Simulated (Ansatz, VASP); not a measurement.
## C3N4 in VASP and in Ansatz

INCAR

```
  ALGO = Normal
  EDIFF = 1E-6
  EDIFFG = -0.05
  ENCUT = 600
  IBRION = 2
  ISIF = 3
  ISMEAR = 0
  LASPH = T
  LCHARG = F
  LREAL = F
  LWAVE = F
  NELM = 100
  NSW = 100
  PREC = Accurate
  SIGMA = 0.1
```

File KPOINTS:

```
k-points
0
Gamma
  6 6 6
```

Contents of POSCAR:

```
C3N4
1.0
    2.3922169139      1.3811470792      3.5688932122
   -2.3922169139      1.3811470792      3.5688932122
    0.0000000000     -2.7622941584      3.5688932122
C N
3 4
Direct
    0.4900670000      0.4900670000      0.0193280000
    0.4900670000      0.0193280000      0.4900670000
    0.0193280000      0.4900670000      0.4900670000
    0.6597020000      0.1701150000      0.1701150000
    0.1701150000      0.1701150000      0.6597020000
    0.6656050000      0.6656050000      0.6656050000
    0.1701150000      0.6597020000      0.1701150000
```

Input for Ansatz:

```yaml
crystal:
  lattice:
    - [2.3922169139, 1.3811470792, 3.5688932122]
    - [-2.3922169139, 1.3811470792, 3.5688932122]
    - [0.0, -2.7622941584, 3.5688932122]
  atoms:
    - { symbol: C, position: [0.490067, 0.490067, 0.019328] }
    - { symbol: C, position: [0.490067, 0.019328, 0.490067] }
    - { symbol: C, position: [0.019328, 0.490067, 0.490067] }
    - { symbol: "N", position: [0.659702, 0.170115, 0.170115] }
    - { symbol: "N", position: [0.170115, 0.170115, 0.659702] }
    - { symbol: "N", position: [0.665605, 0.665605, 0.665605] }
    - { symbol: "N", position: [0.170115, 0.659702, 0.170115] }
basis:
  ecutwfc: 420
kpoints:
  mp_grid: { grid: [6, 6, 6] }
hamiltonian:
  xc: lda
scf:
  occupations: { method: gaussian, width: 0.1 }
output:
  forces: true
  stress: true
  eigenvalues: true
relax:
  adjacent_minimum: "off"
  f_tol: 0.05
  max_steps: 80
  cell: { stress_tol: 0.5 }
```

Alike in both runs: task relaxation of cell and atoms; functional LDA; k mesh 6 × 6 × 6; occupations gaussian, width 0.1 eV; no spin polarisation.

|  | VASP | Ansatz |
| --- | --- | --- |
| version | VASP 6.6.1 | Ansatz 0.2.0 |
| potentials or method | VASP PAW LDA potentials, release 64 (C, N), cutoff 600 eV | scalar-relativistic, plane waves, PAW |
| valence electrons in the cell | 32 | 32 |

```csv
,VASP,Ansatz,Ansatz less VASP
"gap on the k mesh at the Fermi level, each at its own relaxed structure (eV)",0.98,1.04,+0.056
relaxed volume (Å³/atom),8.49,8.55,+0.064
relaxed cell length with the largest relative difference (Å),4.107,4.125,+0.0186
```

LDA's correlation is that of Perdew and Zunger in VASP and of Perdew and Wang (1992) in Ansatz.

Noted on VASP's run: the volume moved by over 15 % at a fixed basis, so the end points are rough.
